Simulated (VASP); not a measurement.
Set up this calculation in VASP 6.6.1, as the native input.

| Property | Result |
| --- | --- |
| Task | single point |
| Functional | LDA |
| Potentials or basis | VASP PAW LDA potentials, release 64 (Al, N) |
| Cutoff | 600 eV |
| k mesh | 9 × 9 × 6 |
| Occupations | gaussian, width 0.02 eV |
| Spin | no spin polarisation |
| Dipole correction | no |
| Further INCAR settings | ALGO = Normal; EDIFF = 1e-06; NBANDS = 16 |

The structure of AlN lies in POSCAR:

```
AlN
1.0
    3.0886284251      0.0000000000      0.0000000000
   -1.5443142125      2.6748306790      0.0000000000
    0.0000000000      0.0000000000      4.9431608963
Al N
2 2
Direct
    0.3333333333      0.6666666667     -0.0024903996
    0.6666666667      0.3333333333      0.4975096004
    0.3333333333      0.6666666667      0.3794903996
    0.6666666667      0.3333333333      0.8794903996
```

These files were run (other wordings do the same):

INCAR

```
PREC = Accurate
ENCUT = 600
EDIFF = 1E-6
ISMEAR = 0
SIGMA = 0.02
LREAL = F
LASPH = T
NELM = 120
ALGO = Normal
ISIF = 2
LWAVE = F
LCHARG = F
GGA = CA
NBANDS = 16
GGA_COMPAT = F
```

KPOINTS

```
regular mesh
0
Gamma
  9 9 6
```

Potentials or basis: VASP PAW LDA potentials, release 64 (Al, N).

Command:

```console
$ cat potpaw_LDA.64/Al/POTCAR potpaw_LDA.64/N/POTCAR > POTCAR
$ mpirun -np 1 vasp_std > vasp.out
```

Results of the run:

The pressure is 0.5 GPa and the band gap on the k mesh is 4.42 eV.

Caveat: an odd mesh through Γ misses points on the zone boundary, where band edges can lie.

Wall time 29 s on 1 thread of AMD EPYC 7R43 64-Core Processor (Zen 3), with other jobs on the host, peak memory 0.13 GiB.
